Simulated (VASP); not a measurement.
# Ga (C2/c) in VASP: notebook

Runs on Ga. Level: PBE. Tasks: single point.

All numbers are computed with VASP 6.6.1; they aren't measurements. Logs are shortened: lines on timing, memory, paths and dates and some standing lists are left out, and cuts for length are marked.

### Step 1. The cell of the first run

It takes space group C2/c (No. 15, monoclinic). Conventional cell: a = 2.756 Å, b = 8.139 Å, c = 3.293 Å, α = 90.00°, β = 93.47°, γ = 90.00°. Ga (site symmetry 2) has 10 Ga at 2.72 to 3.29 Å within 3.6 Å.

### Step 2. Single point, PBE (volume scaled by 0.96)

Input file INCAR:

```
SYSTEM = Ga
ALGO     = Normal         ! electronic algorithm
EDIFF    = 1E-6           ! SCF threshold, eV
ENCUT    = 500            ! plane-wave cutoff, eV
GGA      = PE             ! functional
GGA_COMPAT= .FALSE.      
ISIF     = 2              ! what is computed and relaxed
ISMEAR   = -1             ! smearing method
LASPH    = .TRUE.         ! aspherical terms in the spheres
LCHARG   = .TRUE.         ! write CHGCAR
LELF     = .TRUE.         ! ELF
LREAL    = .FALSE.        ! projectors in reciprocal space
LVHAR    = .TRUE.       
LWAVE    = .FALSE.        ! write WAVECAR
NBANDS   = 20             ! bands
NELM     = 120            ! most SCF steps
PREC     = Accurate       ! precision mode
SIGMA    = 0.1            ! smearing width, eV
```

Input file KPOINTS:

```
k-points
0
G
  13 13 11
  0 0 0
```

Input file POSCAR:

```
Ga
1.0
    1.3781179961     -4.0696531922     -0.0171888653
    1.3781179961      4.0696531922     -0.0171888653
   -0.1584220369      0.0000000000      3.2894247155
Ga
2
Direct
    0.8668376019      0.1331623981      0.2500000000
    0.1331623981      0.8668376019      0.7500000000
```

Potentials or basis: VASP PAW PBE potentials, release 64 (Ga_d).

Command:

```bash
cat potpaw_PBE.64/Ga_d/POTCAR > POTCAR
mpirun -np 1 vasp_std > vasp.out
```

OUTCAR:

```text
SYSTEM = Ga
   EDIFF = 1E-6
   ENCUT = 500
   GGA = PE
   ISIF = 2
   ISMEAR = -1
   LASPH = .TRUE.
   LREAL = .FALSE.
   NELM = 120
   PREC = Accurate

 ion  position               nearest neighbor table
   1  0.867  0.133  0.250-   2 2.72   2 2.72   2 2.82   2 2.82   2 2.92   2 2.92
   2  0.133  0.867  0.750-   1 2.72   1 2.72   1 2.82   1 2.82   1 2.92   1 2.92

  LATTYP: Found a base centered monoclinic cell.
 ALAT       =     2.7564503756
 B/A-ratio  =     2.9528216639
 C/A-ratio  =     1.1947385007
 COS(beta)  =    -0.0605588179

  Lattice vectors:

 A1 = (   1.3781179961,  -4.0696531922,  -0.0171888653)
 A2 = (   1.3781179961,   4.0696531922,  -0.0171888653)
 A3 = (  -0.1584220369,   0.0000000000,   3.2894247155)

Analysis of symmetry for initial positions (statically):
=====================================================================
 Subroutine PRICEL returns:
 Original cell was already a primitive cell.

 Routine SETGRP: Setting up the symmetry group for a
 base centered monoclinic supercell.

 Subroutine GETGRP returns: Found  4 space group operations
 (whereof  2 operations were pure point group operations)
 out of a pool of  4 trial point group operations.

The static configuration has the point symmetry S_2 .
 The point group associated with its full space group is C_2h.

Analysis of symmetry for dynamics (positions and initial velocities):
=====================================================================
 Subroutine PRICEL returns:
 Original cell was already a primitive cell.

 Routine SETGRP: Setting up the symmetry group for a
 base centered monoclinic supercell.

 Subroutine GETGRP returns: Found  4 space group operations
 (whereof  2 operations were pure point group operations)
 out of a pool of  4 trial point group operations.

The dynamic configuration has the point symmetry S_2 .
 The point group associated with its full space group is C_2h.

 Subroutine INISYM returns: Found  4 space group operations
 (whereof  2 operations are pure point group operations),
 and found     1 'primitive' translations

----------------------------------------------------------------------------------------

                                     Primitive cell

  volume of cell :      36.8751

  direct lattice vectors                    reciprocal lattice vectors
     1.378117996 -4.069653192 -0.017188865     0.363031708 -0.122860592  0.017483976
[... 76 lines left out ...]
 SYSTEM =  Ga
   PREC   = accura    normal or accurate (medium, high low for compatibility)
   ISTART =      0    job   : 0-new  1-cont  2-samecut
   ICHARG =      2    charge: 1-file 2-atom 10-const
   ISPIN  =      1    spin polarized calculation?
   LNONCOLLINEAR =      F non collinear calculations
   LSORBIT =      F    spin-orbit coupling
   LASPH  =      T    aspherical Exc in radial PAW
   ENCUT  =  500.0 eV  36.75 Ry    6.06 a.u.   7.83  7.83  6.00*2*pi/ulx,y,z
   NELM   =    120;   NELMIN=  2; NELMDL= -5     # of ELM steps
   EDIFF  = 0.1E-05   stopping-criterion for ELM
   LREAL  =      F    real-space projection
   EDIFFG = 0.1E-04   stopping-criterion for IOM
   NSW    =      0    number of steps for IOM
   IBRION =     -1    ionic relax: 0-MD 1-quasi-New 2-CG
   NFREE  =      0    steps in history (QN), initial steepest desc. (CG)
   ISIF   =      2    stress and relaxation
   ISYM   =      2    0-nonsym 1-usesym 2-fastsym
   POTIM  = 0.5000    time-step for ionic-motion
   TEBEG  =    0.0;   TEEND  =   0.0 temperature during run
   PSTRESS=    0.0 pullay stress
   NELECT =      26.0000    total number of electrons
   NUPDOWN=      -1.0000    fix difference up-down
   EMIN   =  10.00;   EMAX   =-10.00  energy-range for DOS
   EFERMI =   0.00;   METHOD = LEGACY
   ISMEAR =    -1;   SIGMA  =   0.10  broadening in eV -4-tet -1-fermi 0-gaus
   EFERMI_NEDOS =   21; number of points for ismear=-14 and -15
   IALGO  =     38    algorithm
   IMIX   =      4    mixing-type and parameters
     AMIX     =   0.40;   BMIX     =  1.00
     AMIX_MAG =   1.60;   BMIX_MAG =  1.00
  volume/ion in A,a.u.               =      18.44       124.42
  Fermi-wavevector in a.u.,A,eV,Ry     =   1.457097  2.753513 28.886945  2.123131
  Thomas-Fermi vector in A             =   2.573938
   LORBIT       =      0    0 simple, 1 ext, 2 COOP (PROOUT), +10 PAW based schemes
   GGA     = PE    functional components
   LHFCALC =     F    Hartree Fock is set to
   AEXX    =    0.0000 exact exchange contribution
   IVDW    =     0    specifies the selected vdW correction
   LEPSILON=     F    determine dielectric tensor
   LRPA    =     F    only Hartree local field effects (RPA)
 non-spin polarized calculation
  energy-cutoff  :      500.00
  volume of cell :       36.88
 maximum number of plane-waves:       956
   NGX = 15   NGY = 15   NGZ = 11

 number of electron      26.0000021 magnetization

 Free energy of the ion-electron system (eV)
  ---------------------------------------------------
  ext. energy  EPLUGINS =         0.00000000
  ---------------------------------------------------
  free energy    TOTEN  =        -5.78486104 eV

  energy without entropy =       -5.76249707  energy(sigma->0) =       -5.77367905

 E-fermi :   5.7185     XC(G=0): -11.0868

 val. band max:        5.7072430852   @ k =   0.3846   0.0769   0.4545
 cond. band min:       5.7230701612   @ k =  -0.3077   0.4615   0.1818
 fundamental gap:      0.0158270760
 Fermi energy:         5.7184863708

 k-point     1 :       0.0000    0.0000    0.0000
  band No.  band energies     occupation
      1      -9.4482      2.00000
      2      -9.4367      2.00000
      3      -9.3992      2.00000
      4      -9.3861      2.00000
      5      -9.1112      2.00000
      6      -9.1107      2.00000
[... 541 lines left out ...]
     19      15.9609      0.00000
     20      16.8763      0.00000

 [... further k-points ...]
[... 5 lines left out ...]
  --------------------------------------------------------------------------------------
  -------------------------------------------------------------------------------------
  Total        0.6589552      0.3384442      0.4605886      0.0000000      0.0000000      0.0411435
  in kB       28.6308110     14.7049964     20.0120212      0.0000000      0.0000000      1.7876344
  external PRESSURE =      21.1159429 kB  Pullay stress =       0.0000000 kB

 VOLUME and BASIS-vectors are now :
 -----------------------------------------------------------------------------
  energy-cutoff  :      500.00
  volume of cell :       36.88
      direct lattice vectors                 reciprocal lattice vectors
     1.378117996 -4.069653192 -0.017188865     0.363031708 -0.122860592  0.017483976
     1.378117996  4.069653192 -0.017188865     0.363031708  0.122860592  0.017483976
    -0.158422037  0.000000000  3.289424716     0.003794039  0.000000000  0.304187250

 POSITION                                       TOTAL-FORCE (eV/Angst)
 -----------------------------------------------------------------------------------
      1.33851     -2.98580      0.80517         0.000000      0.003179     -0.000000
      1.25930      2.98580      2.44988        -0.000000     -0.003179      0.000000
 -----------------------------------------------------------------------------------
    total drift:                                0.000000      0.000000     -0.000000

  FREE ENERGIE OF THE ION-ELECTRON SYSTEM (eV)
  ---------------------------------------------------
  free  energy   TOTEN  =        -5.7848610372 eV

  energy  without entropy=       -5.7624970703  energy(sigma->0) =       -5.77367905
```

Run time: 2.8 min. Hardware: 1 thread of Intel Xeon 6975P-C, shared host; peak memory 0.38 GiB.

Results:

* Free energy: -5.7849 eV
* Pressure: 2.1 GPa
* Largest force: 0.003 eV/Å
* Band gap on the k mesh: zero (band 13 reaches 9.91 eV, above the bottom of band 14 at 1.87 eV)

Forces in eV/Å, atoms in the order of the input:
```
Ga   0.000  0.003  0.000
Ga   0.000 -0.003  0.000
```

Caveat: the cell differs from its parent crystal (volume scaled by 0.96).

### Step 3. Single point, PBE

This run uses another cell than the first one, of 19.21 Å³/atom, 1.042 times its volume.

Input file INCAR:

```
PREC = Accurate ; ENCUT = 500
EDIFF = 1E-6 ; ISMEAR = -1
SIGMA = 0.1 ; LREAL = F
LASPH = T ; NELM = 120
ALGO = Normal ; ISIF = 2
LWAVE = F ; LCHARG = T
GGA = PE ; LELF = T
LVHAR = T ; NBANDS = 20
GGA_COMPAT = F
```

Input file KPOINTS:

```
regular mesh
0
Gamma
  13 13 11
```

Input file POSCAR:

```
Ga
1.0
    1.3969986710     -4.1254087945     -0.0174243585
    1.3969986710      4.1254087945     -0.0174243585
   -0.1605924715      0.0000000000      3.3344909281
Ga
2
Direct
    0.8668376019      0.1331623981      0.2500000000
    0.1331623981      0.8668376019      0.7500000000
```

Potentials or basis: VASP PAW PBE potentials, release 64 (Ga_d).

Command:

```bash
cat potpaw_PBE.64/Ga_d/POTCAR > POTCAR
mpirun -np 1 vasp_std > vasp.out
```

OUTCAR:

```text
PREC = Accurate
   ENCUT = 500
   EDIFF = 1E-6
   ISMEAR = -1
   LREAL = F
   LASPH = T
   NELM = 120
   ISIF = 2
   GGA = PE

 ion  position               nearest neighbor table
   1  0.867  0.133  0.250-   2 2.76   2 2.76   2 2.86   2 2.86
   2  0.133  0.867  0.750-   1 2.76   1 2.76   1 2.86   1 2.86

  LATTYP: Found a base centered monoclinic cell.
 ALAT       =     2.7942146625
 B/A-ratio  =     2.9528216639
 C/A-ratio  =     1.1947385007
 COS(beta)  =    -0.0605588179
[... 191 lines left out ...]
      1      -9.7661      2.00000
      2      -9.7582      2.00000
      3      -9.7239      2.00000
      4      -9.7069      2.00000
      5      -9.4637      2.00000
      6      -9.4617      2.00000
[... 541 lines left out ...]
     19      15.3781      0.00000
     20      16.2659      0.00000

 [... further k-points ...]
[... 5 lines left out ...]
  --------------------------------------------------------------------------------------
  -------------------------------------------------------------------------------------
  Total        0.1377018     -0.1656975     -0.0408073      0.0000000      0.0000000      0.0433286
  in kB        5.7436588     -6.9113819     -1.7021052      0.0000000      0.0000000      1.8072717
  external PRESSURE =      -0.9566094 kB  Pullay stress =       0.0000000 kB

 VOLUME and BASIS-vectors are now :
 -----------------------------------------------------------------------------
  energy-cutoff  :      500.00
  volume of cell :       38.41
      direct lattice vectors                 reciprocal lattice vectors
     1.396998671 -4.125408795 -0.017424359     0.358125272 -0.121200110  0.017247677
     1.396998671  4.125408795 -0.017424359     0.358125272  0.121200110  0.017247677
    -0.160592472  0.000000000  3.334490928     0.003742762  0.000000000  0.300076108

 POSITION                                       TOTAL-FORCE (eV/Angst)
 -----------------------------------------------------------------------------------
      1.35685     -3.02671      0.81620         0.000000      0.009273     -0.000000
      1.27655      3.02671      2.48344        -0.000000     -0.009273      0.000000
 -----------------------------------------------------------------------------------
    total drift:                                0.000000      0.000000     -0.000000

  FREE ENERGIE OF THE ION-ELECTRON SYSTEM (eV)
  ---------------------------------------------------
  free  energy   TOTEN  =        -5.7954561389 eV

  energy  without entropy=       -5.7716771920  energy(sigma->0) =       -5.78356667
```

Run time: 3 min. Hardware: 1 thread of Intel Xeon 6975P-C, shared host; peak memory 0.4 GiB.

What came out:

* Free energy: -5.7955 eV
* Pressure: -0.1 GPa
* Largest force: 0.009 eV/Å
* Band gap on the k mesh: zero (band 13 reaches 9.42 eV, above the bottom of band 14 at 1.65 eV)

Forces on the atoms (eV/Å):
```
Ga   0.000  0.009  0.000
Ga   0.000 -0.009  0.000
```

### Step 4. Single point, PBE (volume scaled by 1.04)

Input file INCAR:

```
SYSTEM = Ga
PREC     = Accurate       ! precision mode
ENCUT    = 500            ! plane-wave cutoff, eV
EDIFF    = 1E-6           ! SCF threshold, eV
ISMEAR   = -1             ! smearing method
SIGMA    = 0.1            ! smearing width, eV
LREAL    = .FALSE.        ! projectors in reciprocal space
LASPH    = .TRUE.         ! aspherical terms in the spheres
NELM     = 120            ! most SCF steps
ALGO     = Normal         ! electronic algorithm
ISIF     = 2              ! what is computed and relaxed
LWAVE    = .FALSE.        ! write WAVECAR
LCHARG   = .FALSE.        ! write CHGCAR
GGA      = PE             ! functional
NBANDS   = 20             ! bands
GGA_COMPAT= .FALSE.
```

Input file KPOINTS:

```
Automatic mesh
0
G
  13 13 11
  0 0 0
```

Input file POSCAR:

```
Ga
1.0
    1.4153823407     -4.1796967147     -0.0176536527
    1.4153823407      4.1796967147     -0.0176536527
   -0.1627057726      0.0000000000      3.3783708408
Ga
2
Direct
    0.8668376019      0.1331623981      0.2500000000
    0.1331623981      0.8668376019      0.7500000000
```

Command:

```bash
cat potpaw_PBE.64/Ga_d/POTCAR > POTCAR
mpirun -np 1 vasp_std > vasp.out
```

Wall time 3.9 min (1 thread of Intel Xeon 6975P-C, shared host); peak memory 0.41 GiB.

It converged, with:

```
Free energy            : -5.7873 eV
Pressure               : -1.8 GPa
Largest force          : 0.012 eV/Å
Band gap on the k mesh : zero (band 13 reaches 8.97 eV, above the bottom of band 14 at 1.45 eV)
```

Forces in eV/Å, atoms in the order of the input:
```
Ga   0.000  0.012  0.000
Ga   0.000 -0.012  0.000
```

Stress tensor (GPa, compression positive):
```
-1.20  0.00  0.19
 0.00 -2.33  0.00
 0.19  0.00 -1.88
```

Levels at points of the mesh, in eV from the Fermi level:
```
           k point  band 10  band 11  band 12  band 13  band 14  band 15  band 16  band 17
(0.00, 0.00, 0.00)   -14.62   -10.68    -2.03    -2.02     1.87     5.53     9.09     9.60
```

Caveat: the cell differs from its parent crystal (volume scaled by 1.04).

### Step 5. Overview

| cell | gap on the mesh (eV) | pressure (GPa) | largest force (eV/Å) |
| --- | --- | --- | --- |
| a = 4.297, b = 4.297, c = 3.293 Å, angles 91.1, 91.1, 142.6°, 2 atoms | none | 2.1 | - |
| a = 4.356, b = 4.356, c = 3.338 Å, angles 91.1, 91.1, 142.6°, 2 atoms | none | -0.1 | 0.01 |
| a = 4.413, b = 4.413, c = 3.382 Å, angles 91.1, 91.1, 142.6°, 2 atoms | none | -1.8 | 0.01 |

Alike in all rows: task single point; level PBE; potentials or basis VASP PAW PBE potentials, release 64 (Ga_d); no spin polarisation; k mesh 13 × 13 × 11; cutoff (eV) 500; smearing fermi-dirac 0.1 eV.

Total energies depend on the potentials used, so only differences within one code and one set of settings carry meaning.
